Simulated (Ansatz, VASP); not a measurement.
CuH8: VASP beside Ansatz

```
Cu H
1.0
     4.17847    0.00000    0.00000
     0.00000    4.17847    0.00000
     0.00000    0.00000    4.42197
Cu H
1 8
Direct
  0.00000 0.00000 0.00000
  0.32945 0.00000 0.00000
  0.67055 0.00000 0.00000
  0.00000 0.32945 0.00000
  0.00000 0.67055 0.00000
  0.27769 0.50000 0.50000
  0.72231 0.50000 0.50000
  0.50000 0.27769 0.50000
  0.50000 0.72231 0.50000
```

Alike in both runs: task single point; functional PBE; k mesh 4 × 4 × 4; occupations gaussian, width 0.1 eV; no spin polarisation.

```csv
,VASP,Ansatz
version,VASP 6.6.1,Ansatz 0.2.0
potentials or method,"VASP PAW PBE potentials, release 64 (Cu, H), cutoff 520 eV","scalar-relativistic, plane waves, PAW"
valence electrons in the cell,19,27
```

VASP gave:

```
gap on the k mesh at the Fermi level (eV)                     : none
pressure (GPa)                                                : 4.2
traceless stress, the component that is largest in VASP (GPa) : -5.44
rms of the force components (eV/Å)                            : 1.354
```

Task: Estimate Ansatz's values.

Result: gap on the k mesh at the Fermi level (eV): none; pressure (GPa): 4.4; traceless stress, the component that is largest in VASP (GPa): -5.53; rms of the force components (eV/Å): 1.349.

Atom by atom the forces differ by 0.007 eV/Å (rms over components). A gap of «none» marks a metal or a gap that the smearing closes. VASP's potentials hold 19 valence electrons a cell and Ansatz's 27, so a difference there can come from the potentials and not from the codes.

The k mesh is coarse, so the values compare programs but aren't converged.
